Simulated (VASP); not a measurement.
**Lu: single point with PBE**

The system is Lu.

```xyz
2
Lattice="2.8770 0.0000 0.0000 -1.4385 2.4915 0.0000 0.0000 0.0000 4.7092" Properties=species:S:1:pos:R:3 pbc="T T T"
Lu    0.0000    1.6610    1.1773
Lu    1.4385    0.8305    3.5319
```

* Program: VASP 6.6.1
* Task: single point
* Functional: PBE
* Potentials or basis: VASP PAW PBE potentials, release 64 (Lu)
* Cutoff: 520 eV
* k mesh: 14 × 14 × 8
* Occupations: fermi-dirac, width 0.05 eV
* Spin: no spin polarisation
* Dipole correction: no
* Further INCAR settings: ALGO = Normal; EDIFF = 1e-07; NBANDS = 32

The pressure is 61.6 GPa and the band gap on the k mesh is zero (bands 25 and 26 overlap by 3.16 eV).

Levels at points of the mesh, in eV from the Fermi level:
```tsv
k point	band 21	band 22	band 23	band 24	band 25	band 26	band 27	band 28	band 29	band 30
(0.00, 0.00, 0.00)	-4.39	-4.33	-4.32	-3.62	2.53	2.58	2.58	3.31	3.78	3.78
(0.50, 0.00, 0.00)	-4.39	-4.33	-3.06	-2.63	-2.29	1.70	2.23	2.51	3.61	10.37
(0.00, 0.00, 0.50)	-4.38	-4.38	-4.33	-4.33	1.29	1.29	2.52	2.52	2.52	2.52
(0.50, 0.00, 0.50)	-4.40	-4.40	-3.41	-3.41	-0.63	-0.63	4.20	4.20	5.06	5.06
```

Run time: 2.6 min on 1 thread of Intel Xeon 8259CL, on a shared host, peak memory 0.24 GiB.

Caveat: the cell stands under pressure; spin-orbit coupling is left out, which moves the levels of the heavy elements.
